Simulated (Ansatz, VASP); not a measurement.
# Two plane-wave programs on In2As2F

```xyz
5
Lattice="4.3221 0.0000 0.0000 -2.1610 3.7430 0.0000 0.0000 0.0000 21.7387" Properties=species:S:1:pos:R:3 pbc="T T T"
As    0.0000    0.0000    4.0000
As    0.0000    2.4953    7.7327
In    0.0000    2.4953    4.8822
In    2.1610    1.2477    8.4387
F     5.5226    2.0795   10.9387
```

Alike in both runs: task single point; functional PBE; dispersion D3(BJ); k mesh 6 × 6 × 1; occupations gaussian, width 0.1 eV; no spin polarisation.

```csv
,VASP,Ansatz
version,VASP 6.6.1,Ansatz 0.2.0
potentials or method,"VASP PAW PBE potentials, release 64 (As, In_d, F), cutoff 520 eV","scalar-relativistic, plane waves, PAW"
valence electrons in the cell,43,63
```

|  | VASP | Ansatz | Ansatz less VASP |
| --- | --- | --- | --- |
| gap on the k mesh at the Fermi level (eV) | none | none | - |
| rms of the force components (eV/Å) | 0.764 | 0.766 | +0.0012 |
| work function, face that differs most (eV) | 10.10 | 10.10 | +0.002 |

A gap of «none» marks a metal or a gap that the smearing closes. VASP's potentials hold 43 valence electrons a cell and Ansatz's 63, so a difference there can come from the potentials and not from the codes.
